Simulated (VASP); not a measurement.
# BaH (P6_3/mmc) in VASP: further runs

BaH is run at these levels: PBE; tasks: single point.

Program: VASP 6.6.1. These are calculated values, not measurements. Logs are shortened: lines on timing, memory, paths and dates and some standing lists are left out, and cuts for length are marked.

## Step 1: The cell of the first run

It takes space group P6_3/mmc (No. 194, hexagonal). The conventional cell has a = 3.851 Å, b = 3.851 Å, c = 12.978 Å, α = 90.00°, β = 90.00°, γ = 120.00°. Ba (site symmetry -3m) has 6 H at 2.75 Å within 3.6 Å. Ba (site symmetry -6m2) has 6 H at 2.75 Å within 3.6 Å. Within 3.6 Å of H (site symmetry 3m) lie 6 Ba at 2.75 Å and 1 H at 3.24 Å.

The cell was generated, and may not be a known phase.

## Step 2: Single point, PBE

INCAR reads:

```
ALGO     = Normal         # electronic algorithm
EDIFF    = 1E-7           # SCF threshold, eV
ENCUT    = 520            # plane-wave cutoff, eV
GGA      = PE             # functional
ISIF     = 2              # what is computed and relaxed
ISMEAR   = 0              # smearing method
LASPH    = True           # aspherical terms in the spheres
LCHARG   = False          # write CHGCAR
LREAL    = False          # projectors in reciprocal space
LWAVE    = False          # write WAVECAR
NBANDS   = 32             # bands
NELM     = 80             # most SCF steps
PREC     = Accurate       # precision mode
SIGMA    = 0.1            # smearing width, eV
```

KPOINTS reads:

```
k-points
0
Gamma
  6 6 2
```

POSCAR reads:

```
BaH
1.0
    3.8510925900      0.0000000000      0.0000000000
   -1.9255463000      3.3351440200      0.0000000000
    0.0000000000      0.0000000000     12.9776546400
Ba H
4 4
Direct
    0.0000000000      0.0000000000      0.0000000000
    0.0000000000      0.0000000000      0.5000000000
    0.3333333300      0.6666666700      0.7500000000
    0.6666666700      0.3333333300      0.2500000000
    0.3333333300      0.6666666700      0.1250000000
    0.6666666700      0.3333333300      0.6250000000
    0.3333333300      0.6666666700      0.3750000000
    0.6666666700      0.3333333300      0.8750000000
```

Potentials or basis: VASP PAW PBE potentials, release 64 (Ba_sv, H).

Started as:

```
$ cat potpaw_PBE.64/Ba_sv/POTCAR potpaw_PBE.64/H/POTCAR > POTCAR
$ mpirun -np 1 vasp_std > vasp.out
```

OUTCAR:

```text
EDIFF = 1E-7
   ENCUT = 520
   GGA = PE
   ISIF = 2
   ISMEAR = 0
   LASPH = True
   LREAL = False
   NELM = 80
   PREC = Accurate

 ion  position               nearest neighbor table
   1  0.000  0.000  0.000-   5 2.75   8 2.75   8 2.75   5 2.75   8 2.75   5 2.75   3 3.93   4 3.93
                             3 3.93   4 3.93   4 3.93   3 3.93
   2  0.000  0.000  0.500-   6 2.75   7 2.75   6 2.75   7 2.75   6 2.75   7 2.75   3 3.93   4 3.93
                             3 3.93   4 3.93   4 3.93   3 3.93
   3  0.333  0.667  0.750-   6 2.75   8 2.75   6 2.75   8 2.75   6 2.75   8 2.75   1 3.93   2 3.93
                             1 3.93   2 3.93   1 3.93   2 3.93
   4  0.667  0.333  0.250-   5 2.75   7 2.75   5 2.75   7 2.75   5 2.75   7 2.75   1 3.93   2 3.93
                             1 3.93   2 3.93   1 3.93   2 3.93
   5  0.333  0.667  0.125-   4 2.75   1 2.75   4 2.75   1 2.75   1 2.75   4 2.75
   6  0.667  0.333  0.625-   3 2.75   2 2.75   3 2.75   2 2.75   2 2.75   3 2.75
   7  0.333  0.667  0.375-   4 2.75   2 2.75   4 2.75   2 2.75   2 2.75   4 2.75
   8  0.667  0.333  0.875-   3 2.75   1 2.75   3 2.75   1 2.75   1 2.75   3 2.75

  LATTYP: Found a hexagonal cell.
 ALAT       =     3.8510925900
 C/A-ratio  =     3.3698630549

  Lattice vectors:

 A1 = (   3.8510925900,   0.0000000000,   0.0000000000)
 A2 = (  -1.9255463000,   3.3351440200,   0.0000000000)
 A3 = (   0.0000000000,   0.0000000000,  12.9776546400)

Analysis of symmetry for initial positions (statically):
=====================================================================
 Subroutine PRICEL returns:
 Original cell was already a primitive cell.

 Routine SETGRP: Setting up the symmetry group for a
 hexagonal supercell.

 Subroutine GETGRP returns: Found 24 space group operations
 (whereof 12 operations were pure point group operations)
 out of a pool of 24 trial point group operations.

The static configuration has the point symmetry D_3d.
 The point group associated with its full space group is D_6h.

Analysis of symmetry for dynamics (positions and initial velocities):
=====================================================================
 Subroutine PRICEL returns:
 Original cell was already a primitive cell.

 Routine SETGRP: Setting up the symmetry group for a
 hexagonal supercell.

 Subroutine GETGRP returns: Found 24 space group operations
 (whereof 12 operations were pure point group operations)
 out of a pool of 24 trial point group operations.

The dynamic configuration has the point symmetry D_3d.
 The point group associated with its full space group is D_6h.

 Subroutine INISYM returns: Found 24 space group operations
 (whereof 12 operations are pure point group operations),
 and found     1 'primitive' translations

----------------------------------------------------------------------------------------

                                     Primitive cell

  volume of cell :     166.6843

  direct lattice vectors                    reciprocal lattice vectors
     3.851092590  0.000000000  0.000000000     0.259666569  0.149918564  0.000000000
    -1.925546300  3.335144020  0.000000000     0.000000000  0.299837127  0.000000000
     0.000000000  0.000000000 12.977654640     0.000000000  0.000000000  0.077055526

  length of vectors
     3.851092590  3.851092597 12.977654640     0.299837127  0.299837127  0.077055526

  position of ions in fractional coordinates (direct lattice)
     0.000000000  0.000000000  0.000000000
     0.000000000  0.000000000  0.500000000
     0.333333330  0.666666670  0.750000000
     0.666666670  0.333333330  0.250000000
     0.333333330  0.666666670  0.125000000
     0.666666670  0.333333330  0.625000000
     0.333333330  0.666666670  0.375000000
     0.666666670  0.333333330  0.875000000

  ion indices of the primitive-cell ions
   primitive index   ion index
                 1           1
                 2           2
                 3           3
                 4           4
                 5           5
                 6           6
                 7           7
                 8           8

----------------------------------------------------------------------------------------

 KPOINTS: k-points

Automatic generation of k-mesh.
 Grid dimensions read from file:
 generate k-points for:    6    6    2

 Generating k-lattice:

  Cartesian coordinates                     Fractional coordinates (reciprocal lattice)
     0.043277762  0.024986427  0.000000000     0.166666667  0.000000000  0.000000000
     0.000000000  0.049972854  0.000000000     0.000000000  0.166666667  0.000000000
     0.000000000  0.000000000  0.038527763     0.000000000  0.000000000  0.500000000

  Length of vectors
     0.049972855  0.049972854  0.038527763

  Shift w.r.t. Gamma in fractional coordinates (k-lattice)
     0.000000000  0.000000000  0.000000000

 Subroutine IBZKPT returns following result:
 ===========================================

 Found     14 irreducible k-points:

 Following reciprocal coordinates:
            Coordinates               Weight
  0.000000  0.000000  0.000000      1.000000
  0.166667 -0.000000  0.000000      6.000000
  0.333333 -0.000000  0.000000      6.000000
  0.500000  0.000000  0.000000      3.000000
  0.166667  0.166667  0.000000      6.000000
  0.333333  0.166667  0.000000     12.000000
  0.333333  0.333333  0.000000      2.000000
  0.000000  0.000000  0.500000      1.000000
  0.166667 -0.000000  0.500000      6.000000
  0.333333 -0.000000  0.500000      6.000000
  0.500000  0.000000  0.500000      3.000000
  0.166667  0.166667  0.500000      6.000000
  0.333333  0.166667  0.500000     12.000000
  0.333333  0.333333  0.500000      2.000000
   k-points           NKPTS =     14   k-points in BZ     NKDIM =     14   number of bands    NBANDS=     32
   number of dos      NEDOS =    301   number of ions     NIONS =      8
   total plane-waves  NPLWV =  88200
   dimension x,y,z NGX =    30 NGY =   30 NGZ =   98
   dimension x,y,z NGXF=    60 NGYF=   60 NGZF=  196
   ions per type =               4   4
   NGX,Y,Z   is equivalent  to a cutoff of  12.95, 12.95, 12.55 a.u.
   NGXF,Y,Z  is equivalent  to a cutoff of  25.90, 25.90, 25.11 a.u.
 SYSTEM =  unknown system
   PREC   = accura    normal or accurate (medium, high low for compatibility)
   ISTART =      0    job   : 0-new  1-cont  2-samecut
   ICHARG =      2    charge: 1-file 2-atom 10-const
   ISPIN  =      1    spin polarized calculation?
   LNONCOLLINEAR =      F non collinear calculations
   LSORBIT =      F    spin-orbit coupling
   LASPH  =      T    aspherical Exc in radial PAW
   ENCUT  =  520.0 eV  38.22 Ry    6.18 a.u.   7.16  7.16 24.13*2*pi/ulx,y,z
   NELM   =     80;   NELMIN=  2; NELMDL= -5     # of ELM steps
   EDIFF  = 0.1E-06   stopping-criterion for ELM
   LREAL  =      F    real-space projection
   EDIFFG = 0.1E-05   stopping-criterion for IOM
   NSW    =      0    number of steps for IOM
   IBRION =     -1    ionic relax: 0-MD 1-quasi-New 2-CG
   NFREE  =      0    steps in history (QN), initial steepest desc. (CG)
   ISIF   =      2    stress and relaxation
   ISYM   =      2    0-nonsym 1-usesym 2-fastsym
   POTIM  = 0.5000    time-step for ionic-motion
   TEBEG  =    0.0;   TEEND  =   0.0 temperature during run
   PSTRESS=    0.0 pullay stress
   NELECT =      44.0000    total number of electrons
   NUPDOWN=      -1.0000    fix difference up-down
   EMIN   =  10.00;   EMAX   =-10.00  energy-range for DOS
   EFERMI =   0.00;   METHOD = LEGACY
   ISMEAR =     0;   SIGMA  =   0.10  broadening in eV -4-tet -1-fermi 0-gaus
   EFERMI_NEDOS =   21; number of points for ismear=-14 and -15
   IALGO  =     38    algorithm
   IMIX   =      4    mixing-type and parameters
     AMIX     =   0.40;   BMIX     =  1.00
     AMIX_MAG =   1.60;   BMIX_MAG =  1.00
  volume/ion in A,a.u.               =      20.84       140.61
  Fermi-wavevector in a.u.,A,eV,Ry     =   1.050173  1.984539 15.005363  1.102863
  Thomas-Fermi vector in A             =   2.185165
   LORBIT       =      0    0 simple, 1 ext, 2 COOP (PROOUT), +10 PAW based schemes
   GGA     = PE    functional components
   LHFCALC =     F    Hartree Fock is set to
   AEXX    =    0.0000 exact exchange contribution
   IVDW    =     0    specifies the selected vdW correction
   LEPSILON=     F    determine dielectric tensor
   LRPA    =     F    only Hartree local field effects (RPA)
 non-spin polarized calculation
 Gauss-broadening in eV      SIGMA  =   0.10
  energy-cutoff  :      520.00
  volume of cell :      166.68
 maximum number of plane-waves:      4536
 NGX is ok and might be reduce to    30
   NGX = 15   NGY = 15   NGZ = 49

 number of electron      44.0000003 magnetization

 Free energy of the ion-electron system (eV)
  ---------------------------------------------------
  ext. energy  EPLUGINS =         0.00000000
  ---------------------------------------------------
  free energy    TOTEN  =       -22.41526209 eV

  energy without entropy =      -22.37510815  energy(sigma->0) =      -22.39518512

 E-fermi :   3.8600     XC(G=0):  -9.2344

 val. band max:        3.7822077967   @ k =   0.3333  -0.0000   0.0000
 cond. band min:       3.8602968105   @ k =   0.1667   0.1667   0.5000
 fundamental gap:      0.0780890138
 Fermi energy:         3.8599715666

 k-point     1 :       0.0000    0.0000    0.0000
  band No.  band energies     occupation
      1     -24.7975      2.00000
      2     -24.7309      2.00000
      3     -24.6441      2.00000
      4     -24.5738      2.00000
      5     -10.9107      2.00000
      6     -10.2146      2.00000
[... 24 lines left out ...]
     31       6.2386      0.00000
     32       6.2386      0.00000

 k-point     2 :       0.1667   -0.0000    0.0000
  band No.  band energies     occupation
      1     -24.7452      2.00000
      2     -24.6890      2.00000
      3     -24.6022      2.00000
      4     -24.5431      2.00000
      5     -10.7610      2.00000
      6     -10.2312      2.00000
[... 24 lines left out ...]
     31       6.4342      0.00000
     32       6.5887      0.00000
[... 383 lines left out ...]
     31       7.4551      0.00000
     32       7.4551      0.00000

 k-point    14 :       0.3333    0.3333    0.5000
  band No.  band energies     occupation
      1     -24.5374      2.00000
      2     -24.5374      2.00000
      3     -24.4507      2.00000
      4     -24.4507      2.00000
      5     -10.5371      2.00000
      6     -10.5371      2.00000
[... 24 lines left out ...]
     31       7.0581      0.00000
     32       7.0581      0.00000

------------------------ aborting loop because EDIFF is reached ----------------------------------------

  FORCE on cell =-STRESS in cart. coord.  units (eV):
  Direction    XX          YY          ZZ          XY          YZ          ZX
  --------------------------------------------------------------------------------------
  -------------------------------------------------------------------------------------
  Total        7.0376558      7.0376559      4.8126859     -0.0000000      0.0000000      0.0000000
  in kB       67.6462680     67.6462682     46.2597559     -0.0000001      0.0000000      0.0000000
  external PRESSURE =      60.5174307 kB  Pullay stress =       0.0000000 kB

 VOLUME and BASIS-vectors are now :
 -----------------------------------------------------------------------------
  energy-cutoff  :      520.00
  volume of cell :      166.68
      direct lattice vectors                 reciprocal lattice vectors
     3.851092590  0.000000000  0.000000000     0.259666569  0.149918564  0.000000000
    -1.925546300  3.335144020  0.000000000     0.000000000  0.299837127  0.000000000
     0.000000000  0.000000000 12.977654640     0.000000000  0.000000000  0.077055526

 POSITION                                       TOTAL-FORCE (eV/Angst)
 -----------------------------------------------------------------------------------
      0.00000      0.00000      0.00000         0.000000      0.000000     -0.000000
      0.00000      0.00000      6.48883         0.000000      0.000000     -0.000000
     -0.00000      2.22343      9.73324        -0.000000     -0.000000     -0.000000
      1.92555      1.11171      3.24441         0.000000     -0.000000     -0.000000
     -0.00000      2.22343      1.62221         0.000000      0.000000     -0.008974
      1.92555      1.11171      8.11103        -0.000000      0.000000     -0.008974
     -0.00000      2.22343      4.86662         0.000000      0.000000      0.008974
      1.92555      1.11171     11.35545         0.000000      0.000000      0.008974
 -----------------------------------------------------------------------------------
    total drift:                               -0.000000     -0.000000      0.000000

  FREE ENERGIE OF THE ION-ELECTRON SYSTEM (eV)
  ---------------------------------------------------
  free  energy   TOTEN  =       -22.4152620887 eV

  energy  without entropy=      -22.3751081535  energy(sigma->0) =      -22.39518512
```

It took 2.2 min on 1 thread of Oxide Virtual Turin-like, shared host; peak memory 0.26 GiB.

Results:

* Free energy: -22.4153 eV
* Pressure: 6.1 GPa
* Largest force: 0.009 eV/Å
* Band gap on the k mesh: zero (bands 22 and 23 overlap by 0.47 eV)

Forces on the atoms (eV/Å):
```
Ba   0.000  0.000  0.000
Ba   0.000  0.000  0.000
Ba   0.000  0.000  0.000
Ba   0.000  0.000  0.000
H    0.000  0.000 -0.009
H    0.000  0.000 -0.009
H    0.000  0.000  0.009
H    0.000  0.000  0.009
```

Levels at points of the mesh, in eV from the Fermi level:
```tsv
k point	band 20	band 21	band 22	band 23	band 24	band 25
(0.00, 0.00, 0.00)	-2.69	-1.52	0.07	0.18	1.55	1.55
(0.50, 0.00, 0.00)	-3.56	-1.35	-0.52	-0.39	0.34	0.34
(0.00, 0.00, 0.50)	-3.28	-0.92	-0.92	1.17	1.17	1.69
(0.50, 0.00, 0.50)	-3.66	-0.93	-0.93	-0.14	-0.14	0.89
```

Caveat: the cell stands under pressure; spin-orbit coupling is left out, which moves the levels of the heavy elements.

## Step 3: Single point, PBE

This run uses another cell than the first one, of 25.17 Å³/atom.

INCAR reads:

```
SYSTEM = BaH
PREC = Accurate ; ENCUT = 520
EDIFF = 1E-6 ; ISMEAR = 0
SIGMA = 0.1 ; LREAL = .FALSE.
LASPH = .TRUE. ; NELM = 100
ALGO = Normal ; ISIF = 2
LWAVE = .FALSE. ; LCHARG = .FALSE.
GGA = PE ; NBANDS = 32
```

KPOINTS reads:

```
Automatic mesh
0
G
  6 6 2
  0 0 0
```

POSCAR reads:

```
BaH
1.0
    4.2065866342      0.0000000032      0.0000000000
   -2.1032933199      3.6430108869      0.0000000000
    0.0000000000      0.0000000000     13.1372918193
Ba H
4 4
Direct
    0.0000000000      0.0000000000      0.0000000000
    0.0000000000      0.0000000000      0.5000000000
    0.3333333333      0.6666666667      0.7500000000
    0.6666666667      0.3333333333      0.2500000000
    0.3333333333      0.6666666667      0.1173222366
    0.6666666667      0.3333333333      0.6173222366
    0.3333333333      0.6666666667      0.3826777634
    0.6666666667      0.3333333333      0.8826777634
```

Potentials or basis: VASP PAW PBE potentials, release 64 (Ba_sv, H).

Started as:

```
$ cat potpaw_PBE.64/Ba_sv/POTCAR potpaw_PBE.64/H/POTCAR > POTCAR
$ mpirun -np 1 vasp_std > vasp.out
```

Run time: 2.4 min. Hardware: 1 thread of Oxide Virtual Turin-like, shared host; peak memory 0.31 GiB.

The run converged. Its results:

```
Free energy            : -23.1014 eV
Pressure               : 0.4 GPa
Largest force          : 0.005 eV/Å
Band gap on the k mesh : zero (bands 22 and 23 overlap by 0.31 eV)
```

Forces on the atoms (eV/Å):
```
Ba   0.000  0.000  0.000
Ba   0.000  0.000  0.000
Ba   0.000  0.000  0.000
Ba   0.000  0.000  0.000
H    0.000  0.000  0.005
H    0.000  0.000  0.005
H    0.000  0.000 -0.005
H    0.000  0.000 -0.005
```

Levels at points of the mesh, in eV from the Fermi level:
| k point | band 20 | band 21 | band 22 | band 23 | band 24 | band 25 |
| --- | --- | --- | --- | --- | --- | --- |
| (0.00, 0.00, 0.00) | -2.76 | -1.32 | 0.24 | 0.65 | 1.37 | 1.37 |
| (0.50, 0.00, 0.00) | -3.32 | -1.16 | -0.27 | -0.03 | 0.29 | 0.52 |
| (0.00, 0.00, 0.50) | -3.27 | -0.73 | -0.73 | 1.51 | 1.51 | 1.51 |
| (0.50, 0.00, 0.50) | -3.37 | -0.72 | -0.72 | -0.08 | -0.08 | 1.19 |

Caveat: spin-orbit coupling is left out, which moves the levels of the heavy elements.

The gap in the log of VASP goes by the Fermi energy; the results here count the filled bands.